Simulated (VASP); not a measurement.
# Ca (Im-3m) in VASP: a series of runs

Ca is run at these levels: PBE; tasks: relaxation of cell and atoms.

Everything below comes from runs of VASP 6.6.1. Logs are shortened: lines on timing, memory, paths and dates and some standing lists are left out, and cuts for length are marked.

**1. The cell of the first run**

Symmetry: Im-3m, No. 229, cubic system. The conventional cell has a = 4.225 Å, b = 4.225 Å, c = 4.225 Å, α = 90.00°, β = 90.00°, γ = 90.00°. Within 4.8 Å of Ca (site symmetry m-3m) lie 14 Ca at 3.66 to 4.22 Å.

This isn't the form of Ca at room conditions, which is fcc.

**2. Relaxation of cell and atoms, PBE, target pressure 2.2 GPa, at which the enthalpy is minimised**

Input file INCAR:

```
PREC = Accurate
ENCUT = 600
EDIFF = 1E-7
ISMEAR = -1
SIGMA = 0.08
LREAL = False
LASPH = True
NELM = 80
ALGO = Normal
ISIF = 3
LWAVE = False
LCHARG = False
GGA = PE
IBRION = 2
NSW = 32
EDIFFG = -0.005
PSTRESS = 22.0
```

Input file KPOINTS:

```
regular mesh
0
Gamma
  13 13 13
```

Input file POSCAR:

```
Ca
1.0
   -2.1122756432      2.1122756432      2.1122756432
    2.1122756432     -2.1122756432      2.1122756432
    2.1122756432      2.1122756432     -2.1122756432
Ca
1
Direct
    0.0000000000      0.0000000000      0.0000000000
```

Potentials or basis: VASP PAW PBE potentials, release 64 (Ca_sv).

Launch:

```bash
$ cat potpaw_PBE.64/Ca_sv/POTCAR > POTCAR
$ mpirun -np 1 vasp_std > vasp.out
```

OUTCAR:

```text
PREC = Accurate
   ENCUT = 600
   EDIFF = 1E-7
   ISMEAR = -1
   LREAL = False
   LASPH = True
   NELM = 80
   ISIF = 3
   GGA = PE
   IBRION = 2
   NSW = 32
   EDIFFG = -0.005
   PSTRESS = 22.0

 ion  position               nearest neighbor table
   1  0.000  0.000  0.000-

  LATTYP: Found a body centered cubic cell.
 ALAT       =     4.2245512864

  Lattice vectors:

 A1 = (  -2.1122756432,   2.1122756432,   2.1122756432)
 A2 = (   2.1122756432,  -2.1122756432,   2.1122756432)
 A3 = (   2.1122756432,   2.1122756432,  -2.1122756432)

Analysis of symmetry for initial positions (statically):
=====================================================================
 Subroutine PRICEL returns:
 Original cell was already a primitive cell.

 Routine SETGRP: Setting up the symmetry group for a
 body centered cubic supercell.

 Subroutine GETGRP returns: Found 48 space group operations
 (whereof 48 operations were pure point group operations)
 out of a pool of 48 trial point group operations.

The static configuration has the point symmetry O_h .

Analysis of symmetry for dynamics (positions and initial velocities):
=====================================================================
 Subroutine PRICEL returns:
 Original cell was already a primitive cell.

 Routine SETGRP: Setting up the symmetry group for a
 body centered cubic supercell.

 Subroutine GETGRP returns: Found 48 space group operations
 (whereof 48 operations were pure point group operations)
 out of a pool of 48 trial point group operations.

The dynamic configuration has the point symmetry O_h .

 Subroutine INISYM returns: Found 48 space group operations
 (whereof 48 operations are pure point group operations),
 and found     1 'primitive' translations

----------------------------------------------------------------------------------------

                                     Primitive cell

  volume of cell :      37.6974

  direct lattice vectors                    reciprocal lattice vectors
    -2.112275643  2.112275643  2.112275643     0.000000000  0.236711530  0.236711530
     2.112275643 -2.112275643  2.112275643     0.236711530  0.000000000  0.236711530
     2.112275643  2.112275643 -2.112275643     0.236711530  0.236711530  0.000000000

  length of vectors
     3.658568734  3.658568734  3.658568734     0.334760657  0.334760657  0.334760657

  position of ions in fractional coordinates (direct lattice)
     0.000000000  0.000000000  0.000000000

  ion indices of the primitive-cell ions
   primitive index   ion index
                 1           1

----------------------------------------------------------------------------------------

 KPOINTS: regular mesh

Automatic generation of k-mesh.
 Grid dimensions read from file:
 generate k-points for:   13   13   13

 Generating k-lattice:

  Cartesian coordinates                     Fractional coordinates (reciprocal lattice)
     0.000000000  0.018208579  0.018208579     0.076923077  0.000000000  0.000000000
     0.018208579  0.000000000  0.018208579     0.000000000  0.076923077  0.000000000
     0.018208579  0.018208579  0.000000000     0.000000000  0.000000000  0.076923077

  Length of vectors
     0.025750820  0.025750820  0.025750820

  Shift w.r.t. Gamma in fractional coordinates (k-lattice)
     0.000000000  0.000000000  0.000000000

 Subroutine IBZKPT returns following result:
 ===========================================

 Found     84 irreducible k-points:

 Following reciprocal coordinates:
            Coordinates               Weight
[... 48 lines left out ...]
   NFREE  =      1    steps in history (QN), initial steepest desc. (CG)
   ISIF   =      3    stress and relaxation
   ISYM   =      2    0-nonsym 1-usesym 2-fastsym
   POTIM  = 0.5000    time-step for ionic-motion
   TEBEG  =    0.0;   TEEND  =   0.0 temperature during run
   PSTRESS=   22.0 pullay stress
   NELECT =      10.0000    total number of electrons
   NUPDOWN=      -1.0000    fix difference up-down
   EMIN   =  10.00;   EMAX   =-10.00  energy-range for DOS
   EFERMI =   0.00;   METHOD = LEGACY
   ISMEAR =    -1;   SIGMA  =   0.08  broadening in eV -4-tet -1-fermi 0-gaus
   EFERMI_NEDOS =   21; number of points for ismear=-14 and -15
   IALGO  =     38    algorithm
   IMIX   =      4    mixing-type and parameters
     AMIX     =   0.40;   BMIX     =  1.00
     AMIX_MAG =   1.60;   BMIX_MAG =  1.00
  volume/ion in A,a.u.               =      37.70       254.39
  Fermi-wavevector in a.u.,A,eV,Ry     =   1.051891  1.987787 15.054514  1.106476
  Thomas-Fermi vector in A             =   2.186952
   LORBIT       =      0    0 simple, 1 ext, 2 COOP (PROOUT), +10 PAW based schemes
   GGA     = PE    functional components
   LHFCALC =     F    Hartree Fock is set to
   AEXX    =    0.0000 exact exchange contribution
   IVDW    =     0    specifies the selected vdW correction
   LEPSILON=     F    determine dielectric tensor
   LRPA    =     F    only Hartree local field effects (RPA)
 conjugate gradient relaxation of ions
 non-spin polarized calculation
  energy-cutoff  :      600.00
  volume of cell :       37.70
 maximum number of plane-waves:      1274
 NGX is ok and might be reduce to    30
   NGX = 15   NGY = 15   NGZ = 15

--------------------------------------- Ionic step        1  -------------------------------------------

 number of electron      10.0000001 magnetization

 Free energy of the ion-electron system (eV)
  ---------------------------------------------------
  ext. energy  EPLUGINS =         0.00000000
  ---------------------------------------------------
  free energy    TOTEN  =        -1.90040250 eV

  energy without entropy =       -1.87132817  energy(sigma->0) =       -1.88586533

------------------------ aborting loop because EDIFF is reached ----------------------------------------

  FORCE on cell =-STRESS in cart. coord.  units (eV):
  Direction    XX          YY          ZZ          XY          YZ          ZX
  --------------------------------------------------------------------------------------
  -------------------------------------------------------------------------------------
  Total        0.5258915      0.5258915      0.5258915     -0.0000000     -0.0000000     -0.0000000
  in kB       22.3508997     22.3508997     22.3508997     -0.0000000     -0.0000000     -0.0000000
  external PRESSURE =       0.3508997 kB  Pullay stress =      22.0000000 kB

 VOLUME and BASIS-vectors are now :
 -----------------------------------------------------------------------------
  energy-cutoff  :      600.00
  volume of cell :       37.70
      direct lattice vectors                 reciprocal lattice vectors
    -2.112275643  2.112275643  2.112275643     0.000000000  0.236711530  0.236711530
     2.112275643 -2.112275643  2.112275643     0.236711530  0.000000000  0.236711530
     2.112275643  2.112275643 -2.112275643     0.236711530  0.236711530  0.000000000

 POSITION                                       TOTAL-FORCE (eV/Angst)
 -----------------------------------------------------------------------------------
      0.00000      0.00000      0.00000         0.000000      0.000000      0.000000
 -----------------------------------------------------------------------------------
    total drift:                               -0.000000     -0.000000      0.000000

  FREE ENERGIE OF THE ION-ELECTRON SYSTEM (eV)
  ---------------------------------------------------
  free  energy   TOTEN  =        -1.9004024966 eV

  energy  without entropy=       -1.8713281653  energy(sigma->0) =       -1.88586533

  enthalpy is  TOTEN    =        -1.3827672227 eV   P V=        0.5176352738

--------------------------------------- Ionic step        2  -------------------------------------------

 number of electron      10.0000001 magnetization

 Free energy of the ion-electron system (eV)
  ---------------------------------------------------
  ext. energy  EPLUGINS =         0.00000000
  ---------------------------------------------------
  free energy    TOTEN  =        -1.90102688 eV

  energy without entropy =       -1.87190188  energy(sigma->0) =       -1.88646438

 E-fermi :   2.4693     XC(G=0):  -8.0856

 val. band max:        2.4514952195   @ k =  -0.4615  -0.4615   0.2308
 cond. band min:       2.4743115441   @ k =  -0.4615  -0.4615   0.2308
 fundamental gap:      0.0228163246
 Fermi energy:         2.4693124456

 k-point     1 :       0.0000    0.0000    0.0000
  band No.  band energies     occupation
      1     -39.3137      2.00000
      2     -20.2110      2.00000
      3     -20.2110      2.00000
      4     -20.2110      2.00000
      5      -1.7931      2.00000
      6       4.9346      0.00000
      7       4.9346      0.00000
      8       4.9346      0.00000
      9       6.1131      0.00000
[... 265 lines left out ...]
 k-point    24 :       0.2308    0.0769    0.0769
  band No.  band energies     occupation
      1     -39.2956      2.00000
      2     -20.3597      2.00000
      3     -20.2564      2.00000
      4     -20.2216      2.00000
      5       0.1246      2.00000
      6       3.6301      0.00000
      7       3.9471      0.00000
      8       6.0607      0.00000
      9       6.2791      0.00000

 [... further k-points ...]

------------------------ aborting loop because EDIFF is reached ----------------------------------------

  FORCE on cell =-STRESS in cart. coord.  units (eV):
  Direction    XX          YY          ZZ          XY          YZ          ZX
  --------------------------------------------------------------------------------------
  -------------------------------------------------------------------------------------
  Total        0.5199211      0.5199211      0.5199211      0.0000000     -0.0000000      0.0000000
  in kB       22.0707686     22.0707686     22.0707686      0.0000000     -0.0000000      0.0000000
  external PRESSURE =       0.0707686 kB  Pullay stress =      22.0000000 kB

 VOLUME and BASIS-vectors are now :
 -----------------------------------------------------------------------------
  energy-cutoff  :      600.00
  volume of cell :       37.74
      direct lattice vectors                 reciprocal lattice vectors
    -2.113116972  2.113116972  2.113116972     0.000000000  0.236617285  0.236617285
     2.113116972 -2.113116972  2.113116972     0.236617285  0.000000000  0.236617285
     2.113116972  2.113116972 -2.113116972     0.236617285  0.236617285  0.000000000

 POSITION                                       TOTAL-FORCE (eV/Angst)
 -----------------------------------------------------------------------------------
      0.00000      0.00000      0.00000         0.000000     -0.000000     -0.000000
 -----------------------------------------------------------------------------------
    total drift:                               -0.000000     -0.000000      0.000000

  FREE ENERGIE OF THE ION-ELECTRON SYSTEM (eV)
  ---------------------------------------------------
  free  energy   TOTEN  =        -1.9010268794 eV

  energy  without entropy=       -1.8719018772  energy(sigma->0) =       -1.88646438

  enthalpy is  TOTEN    =        -1.3827728296 eV   P V=        0.5182540498

 reached required accuracy - stopping structural energy minimisation
```

It took 32 s on 1 thread of Intel Xeon Platinum 8488C (Sapphire Rapids), shared host; peak memory 0.19 GiB.

What came out:

* Free energy: -1.9010 eV
* Relaxed volume: 37.74 Å³/atom
* Relaxed cell: a = 3.660 Å, b = 3.660 Å, c = 3.660 Å, α = 109.47°, β = 109.47°, γ = 109.47°
* Space group after relaxing (to 0.1 Å): Im-3m (No. 229)
* Energy change on relaxing (the run minimises the enthalpy): -0.6 meV/atom
* Ionic steps: 2
* Pressure after relaxing: 2.2 GPa
* Band gap on the k mesh: zero (bands 5 and 6 overlap by 0.28 eV)

The path:
```csv
step,energy change (eV),largest force (eV/Å),pressure (GPa),volume (Å³)
1,0.0000,0.0000,2.24,37.70
2,-0.0006,0.0000,2.21,37.74
```

Final structure:
```yaml
crystal:
  lattice:
    - [-2.11312, 2.11312, 2.11312]
    - [2.11312, -2.11312, 2.11312]
    - [2.11312, 2.11312, -2.11312]
  atoms:
    - { symbol: Ca, position: [0.00000, 0.00000, 0.00000] }
```

Levels at points of the mesh, in eV from the Fermi level:
```csv
k point,band 3,band 4,band 5,band 6,band 7,band 8
"(0.00, 0.00, 0.00)",-22.68,-22.68,-4.26,2.47,2.47,2.47
```

Caveat: the cell is relaxed towards a set pressure, so the run minimises the enthalpy, not the energy.

**3. Relaxation of cell and atoms, PBE, target pressure 2.2 GPa, at which the enthalpy is minimised**

This run uses another cell than the first one, of 37.96 Å³/atom.

Input file INCAR:

```
SYSTEM = Ca
  ALGO = Normal
  EDIFF = 1E-6
  EDIFFG = -0.005
  ENCUT = 600
  GGA = PE
  IBRION = 2
  ISIF = 3
  ISMEAR = -1
  LASPH = .TRUE.
  LCHARG = .FALSE.
  LREAL = .FALSE.
  LWAVE = .FALSE.
  NELM = 60
  NSW = 60
  PREC = Accurate
  PSTRESS = 22.0
  SIGMA = 0.08
```

Input file KPOINTS:

```
k-points
0
G
  13 13 13
  0 0 0
```

Input file POSCAR:

```
Ca
1.0
   -2.1170884590      2.1170884590      2.1170884590
    2.1170884590     -2.1170884590      2.1170884590
    2.1170884590      2.1170884590     -2.1170884590
Ca
1
Direct
    0.0000000000      0.0000000000      0.0000000000
```

Potentials or basis: VASP PAW PBE potentials, release 64 (Ca_sv).

Launch:

```bash
$ cat potpaw_PBE.64/Ca_sv/POTCAR > POTCAR
$ mpirun -np 1 vasp_std > vasp.out
```

It took 39 s on 1 thread of Intel Xeon Platinum 8488C (Sapphire Rapids), shared host; peak memory 0.19 GiB.

Results (log left out):

```
Free energy                                                : -1.9013 eV
Relaxed volume                                             : 37.76 Å³/atom
Relaxed cell                                               : a = 3.661 Å, b = 3.661 Å, c = 3.661 Å, α = 109.47°, β = 109.47°, γ = 109.47°
Space group after relaxing (to 0.1 Å)                      : Im-3m (No. 229)
Energy change on relaxing (the run minimises the enthalpy) : +2.6 meV/atom
Ionic steps                                                : 3
Pressure after relaxing                                    : 2.2 GPa
Band gap on the k mesh                                     : zero (bands 5 and 6 overlap by 0.28 eV)
```

The path:
| step | energy change (eV) | largest force (eV/Å) | pressure (GPa) | volume (Å³) |
| --- | --- | --- | --- | --- |
| 1 | 0.0000 | 0.0000 | 2.08 | 37.96 |
| 2 | 0.0021 | 0.0000 | 2.18 | 37.80 |
| 3 | 0.0026 | 0.0000 | 2.20 | 37.76 |

Final structure:
```
Ca
1.0
    -2.11349    2.11349    2.11349
     2.11349   -2.11349    2.11349
     2.11349    2.11349   -2.11349
Ca
1
Direct
  0.00000 0.00000 0.00000
```

Levels at points of the mesh, in eV from the Fermi level:
```tsv
k point	band 1	band 2	band 3	band 4	band 5	band 6	band 7	band 8	band 9
(0.00, 0.00, 0.00)	-41.78	-22.68	-22.68	-22.68	-4.26	2.46	2.46	2.46	3.64
```

Caveat: the cell is relaxed towards a set pressure, so the run minimises the enthalpy, not the energy.

The gap in the log of VASP goes by the Fermi energy; the results here count the filled bands.